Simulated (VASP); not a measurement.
# AgBr (Fm-3m) in VASP: settings compared

Aim: see how the results for AgBr move with the level of theory and the settings. Levels: LDA, PBE. Tasks: single point.

Program: VASP 6.6.1. These are calculated values, not measurements. Logs are shortened: lines on timing, memory, paths and dates and some standing lists are left out, and cuts for length are marked.

## Step 1: The cell of the first run

Symmetry: Fm-3m, No. 225, cubic system. The conventional cell has a = 5.584 Å, b = 5.584 Å, c = 5.584 Å, α = 90.00°, β = 90.00°, γ = 90.00°. Within 3.7 Å of Ag (site symmetry m-3m) lie 6 Br at 2.79 Å. Br (site symmetry m-3m) has 6 Ag at 2.79 Å within 3.7 Å.

## Step 2: Single point, LDA

INCAR

```
PREC = Accurate
ENCUT = 630
EDIFF = 1E-6
ISMEAR = -1
SIGMA = 0.02
LREAL = False
LASPH = True
NELM = 120
ALGO = Normal
ISIF = 2
LWAVE = False
LCHARG = True
LELF = True
LVHAR = True
NBANDS = 20
GGA_COMPAT = False
```

KPOINTS

```
regular mesh
0
Gamma
  8 8 8
```

POSCAR

```
AgBr
1.0
    0.0000000000      2.7920724481      2.7920724481
    2.7920724481      0.0000000000      2.7920724481
    2.7920724481      2.7920724481      0.0000000000
Ag Br
1 1
Direct
    0.0000000000      0.0000000000      0.0000000000
    0.5000000000      0.5000000000      0.5000000000
```

Potentials or basis: VASP PAW LDA potentials, release 64 (Ag_sv_GW, Br).

Launch:

```sh
> cat potpaw_LDA.64/Ag_sv_GW/POTCAR potpaw_LDA.64/Br/POTCAR > POTCAR
> mpirun -np 1 vasp_std > vasp.out
```

OUTCAR:

```text
PREC = Accurate
   ENCUT = 630
   EDIFF = 1E-6
   ISMEAR = -1
   LREAL = False
   LASPH = True
   NELM = 120
   ISIF = 2

 ion  position               nearest neighbor table
   1  0.000  0.000  0.000-
   2  0.500  0.500  0.500-

  LATTYP: Found a face centered cubic cell.
 ALAT       =     5.5841448962

  Lattice vectors:

 A1 = (   0.0000000000,   2.7920724481,   2.7920724481)
 A2 = (   2.7920724481,   0.0000000000,   2.7920724481)
 A3 = (   2.7920724481,   2.7920724481,   0.0000000000)

Analysis of symmetry for initial positions (statically):
=====================================================================
 Subroutine PRICEL returns:
 Original cell was already a primitive cell.

 Routine SETGRP: Setting up the symmetry group for a
 face centered cubic supercell.

 Subroutine GETGRP returns: Found 48 space group operations
 (whereof 48 operations were pure point group operations)
 out of a pool of 48 trial point group operations.

The static configuration has the point symmetry O_h .

Analysis of symmetry for dynamics (positions and initial velocities):
=====================================================================
 Subroutine PRICEL returns:
 Original cell was already a primitive cell.

 Routine SETGRP: Setting up the symmetry group for a
 face centered cubic supercell.

 Subroutine GETGRP returns: Found 48 space group operations
 (whereof 48 operations were pure point group operations)
 out of a pool of 48 trial point group operations.

The dynamic configuration has the point symmetry O_h .

 Subroutine INISYM returns: Found 48 space group operations
 (whereof 48 operations are pure point group operations),
 and found     1 'primitive' translations

----------------------------------------------------------------------------------------

                                     Primitive cell

  volume of cell :      43.5321

  direct lattice vectors                    reciprocal lattice vectors
     0.000000000  2.792072448  2.792072448    -0.179078448  0.179078448  0.179078448
     2.792072448  0.000000000  2.792072448     0.179078448 -0.179078448  0.179078448
     2.792072448  2.792072448  0.000000000     0.179078448  0.179078448 -0.179078448

  length of vectors
     3.948586723  3.948586723  3.948586723     0.310172970  0.310172970  0.310172970

  position of ions in fractional coordinates (direct lattice)
     0.000000000  0.000000000  0.000000000
     0.500000000  0.500000000  0.500000000

  ion indices of the primitive-cell ions
   primitive index   ion index
                 1           1
                 2           2

----------------------------------------------------------------------------------------

 KPOINTS: regular mesh

Automatic generation of k-mesh.
 Grid dimensions read from file:
 generate k-points for:    8    8    8

 Generating k-lattice:

  Cartesian coordinates                     Fractional coordinates (reciprocal lattice)
    -0.022384806  0.022384806  0.022384806     0.125000000  0.000000000  0.000000000
     0.022384806 -0.022384806  0.022384806     0.000000000  0.125000000  0.000000000
     0.022384806  0.022384806 -0.022384806     0.000000000  0.000000000  0.125000000

  Length of vectors
     0.038771621  0.038771621  0.038771621

  Shift w.r.t. Gamma in fractional coordinates (k-lattice)
     0.000000000  0.000000000  0.000000000

 Subroutine IBZKPT returns following result:
 ===========================================

 Found     29 irreducible k-points:

 Following reciprocal coordinates:
            Coordinates               Weight
  0.000000  0.000000  0.000000      1.000000
  0.125000  0.000000  0.000000      8.000000
  0.250000  0.000000  0.000000      8.000000
  0.375000  0.000000  0.000000      8.000000
  0.500000  0.000000  0.000000      4.000000
  0.125000  0.125000  0.000000      6.000000
[... 16 lines left out ...]
  0.500000  0.250000  0.125000     48.000000
 -0.375000  0.250000  0.125000     24.000000
 [... further k-points ...]
   k-points           NKPTS =     29   k-points in BZ     NKDIM =     29   number of bands    NBANDS=     20
   number of dos      NEDOS =    301   number of ions     NIONS =      2
   total plane-waves  NPLWV =  32768
   dimension x,y,z NGX =    32 NGY =   32 NGZ =   32
   dimension x,y,z NGXF=    64 NGYF=   64 NGZF=   64
   ions per type =               1   1
   NGX,Y,Z   is equivalent  to a cutoff of  13.47, 13.47, 13.47 a.u.
   NGXF,Y,Z  is equivalent  to a cutoff of  26.95, 26.95, 26.95 a.u.
 SYSTEM =  unknown system
   PREC   = accura    normal or accurate (medium, high low for compatibility)
   ISTART =      0    job   : 0-new  1-cont  2-samecut
   ICHARG =      2    charge: 1-file 2-atom 10-const
   ISPIN  =      1    spin polarized calculation?
   LNONCOLLINEAR =      F non collinear calculations
   LSORBIT =      F    spin-orbit coupling
   LASPH  =      T    aspherical Exc in radial PAW
   ENCUT  =  630.0 eV  46.30 Ry    6.80 a.u.   8.08  8.08  8.08*2*pi/ulx,y,z
   NELM   =    120;   NELMIN=  2; NELMDL= -5     # of ELM steps
   EDIFF  = 0.1E-05   stopping-criterion for ELM
   LREAL  =      F    real-space projection
   EDIFFG = 0.1E-04   stopping-criterion for IOM
   NSW    =      0    number of steps for IOM
   IBRION =     -1    ionic relax: 0-MD 1-quasi-New 2-CG
   NFREE  =      0    steps in history (QN), initial steepest desc. (CG)
   ISIF   =      2    stress and relaxation
   ISYM   =      2    0-nonsym 1-usesym 2-fastsym
   POTIM  = 0.5000    time-step for ionic-motion
   TEBEG  =    0.0;   TEEND  =   0.0 temperature during run
   PSTRESS=    0.0 pullay stress
   NELECT =      26.0000    total number of electrons
   NUPDOWN=      -1.0000    fix difference up-down
   EMIN   =  10.00;   EMAX   =-10.00  energy-range for DOS
   EFERMI =   0.00;   METHOD = LEGACY
   ISMEAR =    -1;   SIGMA  =   0.02  broadening in eV -4-tet -1-fermi 0-gaus
   EFERMI_NEDOS =   21; number of points for ismear=-14 and -15
   IALGO  =     38    algorithm
   IMIX   =      4    mixing-type and parameters
     AMIX     =   0.40;   BMIX     =  1.00
     AMIX_MAG =   1.60;   BMIX_MAG =  1.00
  volume/ion in A,a.u.               =      21.77       146.88
  Fermi-wavevector in a.u.,A,eV,Ry     =   1.378677  2.605322 25.861286  1.900751
  Thomas-Fermi vector in A             =   2.503717
   LORBIT       =      0    0 simple, 1 ext, 2 COOP (PROOUT), +10 PAW based schemes
   GGA     = CA    functional components
   LHFCALC =     F    Hartree Fock is set to
   AEXX    =    0.0000 exact exchange contribution
   IVDW    =     0    specifies the selected vdW correction
   LEPSILON=     F    determine dielectric tensor
   LRPA    =     F    only Hartree local field effects (RPA)
 non-spin polarized calculation
  energy-cutoff  :      630.00
  volume of cell :       43.53
 maximum number of plane-waves:      1588
   NGX = 17   NGY = 17   NGZ = 17

 number of electron      26.0000007 magnetization

 Free energy of the ion-electron system (eV)
  ---------------------------------------------------
  ext. energy  EPLUGINS =         0.00000000
  ---------------------------------------------------
  free energy    TOTEN  =        -4.34152819 eV

  energy without entropy =       -4.34152802  energy(sigma->0) =       -4.34152811

 E-fermi :   4.3130     XC(G=0): -10.8212

 val. band max:        4.0837196649   @ k =   0.5000   0.0000   0.0000
 cond. band min:       4.4984757259   @ k =   0.0000   0.0000   0.0000
 fundamental gap:      0.4147560610
 Fermi energy:         4.3130175381

 k-point     1 :       0.0000    0.0000    0.0000
  band No.  band energies     occupation
      1     -85.8788      2.00000
      2     -49.6864      2.00000
      3     -49.6864      2.00000
      4     -49.6864      2.00000
      5     -11.5870      2.00000
      6       0.8248      2.00000
[... 12 lines left out ...]
     19      15.9585      0.00000
     20      15.9585      0.00000

 k-point     2 :       0.1250    0.0000    0.0000
  band No.  band energies     occupation
      1     -85.8789      2.00000
      2     -49.6870      2.00000
      3     -49.6866      2.00000
      4     -49.6866      2.00000
      5     -11.5092      2.00000
      6       0.3836      2.00000
[... 12 lines left out ...]
     19      15.0274      0.00000
     20      15.2611      0.00000

 k-point     3 :       0.2500    0.0000    0.0000
  band No.  band energies     occupation
      1     -85.8789      2.00000
      2     -49.6881      2.00000
      3     -49.6868      2.00000
      4     -49.6868      2.00000
      5     -11.3110      2.00000
      6      -0.7196      2.00000
[... 12 lines left out ...]
     19      15.4141      0.00000
     20      15.4141      0.00000

 k-point     4 :       0.3750    0.0000    0.0000
  band No.  band energies     occupation
      1     -85.8788      2.00000
      2     -49.6891      2.00000
      3     -49.6869      2.00000
      4     -49.6869      2.00000
      5     -11.0952      2.00000
      6      -1.6534      2.00000
[... 12 lines left out ...]
     19      16.4690      0.00000
     20      16.4690      0.00000

 k-point     5 :       0.5000    0.0000    0.0000
  band No.  band energies     occupation
      1     -85.8788      2.00000
      2     -49.6894      2.00000
      3     -49.6870      2.00000
      4     -49.6870      2.00000
      5     -10.9997      2.00000
      6      -2.0013      2.00000
[... 12 lines left out ...]
     19      17.2572      0.00000
     20      17.2572      0.00000

 k-point     6 :       0.1250    0.1250    0.0000
  band No.  band energies     occupation
      1     -85.8789      2.00000
      2     -49.6870      2.00000
      3     -49.6868      2.00000
      4     -49.6868      2.00000
      5     -11.4860      2.00000
      6      -0.1314      2.00000
[... 12 lines left out ...]
     19      16.6326      0.00000
     20      17.1752      0.00000

 k-point     7 :       0.2500    0.1250    0.0000
  band No.  band energies     occupation
      1     -85.8789      2.00000
      2     -49.6878      2.00000
      3     -49.6869      2.00000
      4     -49.6869      2.00000
      5     -11.3349      2.00000
      6      -0.7555      2.00000
[... 12 lines left out ...]
     19      16.7022      0.00000
     20      16.7236      0.00000
[... 277 lines left out ...]
 k-point    20 :      -0.3750    0.3750    0.0000
  band No.  band energies     occupation
      1     -85.8788      2.00000
      2     -49.6888      2.00000
      3     -49.6883      2.00000
      4     -49.6875      2.00000
      5     -10.9438      2.00000
      6      -0.7997      2.00000
[... 12 lines left out ...]
     19      17.0286      0.00000
     20      20.0682      0.00000

 k-point    21 :       0.5000    0.5000    0.0000
  band No.  band energies     occupation
      1     -85.8788      2.00000
      2     -49.6893      2.00000
      3     -49.6878      2.00000
      4     -49.6878      2.00000
      5     -10.9763      2.00000
      6      -0.8994      2.00000
[... 12 lines left out ...]
     19      19.1040      0.00000
     20      19.1046      0.00000

 k-point    22 :       0.3750    0.2500    0.1250
  band No.  band energies     occupation
      1     -85.8788      2.00000
      2     -49.6883      2.00000
      3     -49.6874      2.00000
      4     -49.6870      2.00000
      5     -11.1876      2.00000
      6      -1.1667      2.00000
[... 12 lines left out ...]
     19      17.6188      0.00000
     20      18.1815      0.00000

 k-point    23 :       0.5000    0.2500    0.1250
  band No.  band energies     occupation
      1     -85.8788      2.00000
      2     -49.6889      2.00000
      3     -49.6877      2.00000
      4     -49.6872      2.00000
      5     -11.0321      2.00000
      6      -1.4316      2.00000
[... 12 lines left out ...]
     19      17.9417      0.00000
     20      18.2509      0.00000

 k-point    24 :      -0.3750    0.2500    0.1250
  band No.  band energies     occupation
      1     -85.8788      2.00000
      2     -49.6891      2.00000
      3     -49.6878      2.00000
      4     -49.6873      2.00000
      5     -10.9651      2.00000
      6      -1.5218      2.00000
[... 12 lines left out ...]
     19      16.8194      0.00000
     20      18.5750      0.00000

 [... further k-points ...]

------------------------ aborting loop because EDIFF is reached ----------------------------------------

  FORCE on cell =-STRESS in cart. coord.  units (eV):
  Direction    XX          YY          ZZ          XY          YZ          ZX
  --------------------------------------------------------------------------------------
  -------------------------------------------------------------------------------------
  Total       -0.0074443     -0.0074443     -0.0074443     -0.0000000     -0.0000000      0.0000000
  in kB       -0.2739825     -0.2739825     -0.2739825     -0.0000000     -0.0000000      0.0000000
  external PRESSURE =      -0.2739825 kB  Pullay stress =       0.0000000 kB

 VOLUME and BASIS-vectors are now :
 -----------------------------------------------------------------------------
  energy-cutoff  :      630.00
  volume of cell :       43.53
      direct lattice vectors                 reciprocal lattice vectors
     0.000000000  2.792072448  2.792072448    -0.179078448  0.179078448  0.179078448
     2.792072448  0.000000000  2.792072448     0.179078448 -0.179078448  0.179078448
     2.792072448  2.792072448  0.000000000     0.179078448  0.179078448 -0.179078448

 POSITION                                       TOTAL-FORCE (eV/Angst)
 -----------------------------------------------------------------------------------
      0.00000      0.00000      0.00000        -0.000000      0.000000     -0.000000
      2.79207      2.79207      2.79207         0.000000     -0.000000      0.000000
 -----------------------------------------------------------------------------------
    total drift:                                0.000000     -0.000000     -0.000000

  FREE ENERGIE OF THE ION-ELECTRON SYSTEM (eV)
  ---------------------------------------------------
  free  energy   TOTEN  =        -4.3415281912 eV

  energy  without entropy=       -4.3415280218  energy(sigma->0) =       -4.34152811
```

Wall time 23 s (1 thread of AMD EPYC 7R13 (Zen 3), shared host); peak memory 0.16 GiB.

Results:

- Free energy: -4.3415 eV
- Pressure: 0.0 GPa
- Band gap on the k mesh: 0.41 eV (least direct gap 2.66 eV)

Caveat: semilocal functionals underestimate gaps, and a narrow one can read as zero. A k mesh can miss the band edges.

## Step 3: Single point, PBE

This run uses another cell than the first one, of 24.21 Å³/atom.

INCAR

```
PREC = Accurate ; ENCUT = 630
EDIFF = 1E-6 ; ISMEAR = -1
SIGMA = 0.02 ; LREAL = False
LASPH = True ; NELM = 120
ALGO = Normal ; ISIF = 2
LWAVE = False ; LCHARG = False
GGA = PE ; NBANDS = 20
GGA_COMPAT = False
```

KPOINTS

```
Automatic mesh
0
Gamma
  8 8 8
```

POSCAR

```
AgBr
1.0
    0.0000000000      2.8927623052      2.8927623052
    2.8927623052      0.0000000000      2.8927623052
    2.8927623052      2.8927623052      0.0000000000
Ag Br
1 1
Direct
    0.0000000000      0.0000000000      0.0000000000
    0.5000000000      0.5000000000      0.5000000000
```

Potentials or basis: VASP PAW PBE potentials, release 64 (Ag_sv_GW, Br).

Launch:

```sh
> cat potpaw_PBE.64/Ag_sv_GW/POTCAR potpaw_PBE.64/Br/POTCAR > POTCAR
> mpirun -np 1 vasp_std > vasp.out
```

It took 56 s on 1 thread of AMD EPYC 7R13 (Zen 3), shared host; peak memory 0.2 GiB.

Results (log left out):

```
Free energy            : -2.9347 eV
Pressure               : 1.1 GPa
Band gap on the k mesh : 0.68 eV (least direct gap 2.53 eV)
```

Levels at points of the mesh, in eV from the valence-band top:
```csv
k point,band 9,band 10,band 11,band 12,band 13,band 14,band 15,band 16,band 17,band 18
"(0.00, 0.00, 0.00)",-2.70,-2.70,-1.85,-1.85,-1.85,0.68,9.92,9.92,9.92,11.19
"(0.50, 0.00, 0.00)",-2.41,-2.41,-2.08,0.00,0.00,3.80,6.45,6.81,6.81,12.19
"(0.50, 0.50, 0.00)",-2.72,-2.55,-2.31,-2.31,-2.23,1.65,7.10,8.97,10.93,10.93
```

Caveat: semilocal functionals underestimate gaps, and a narrow one can read as zero. Expect the measured gap to be larger: semilocal functionals such as PBE lack the derivative discontinuity.
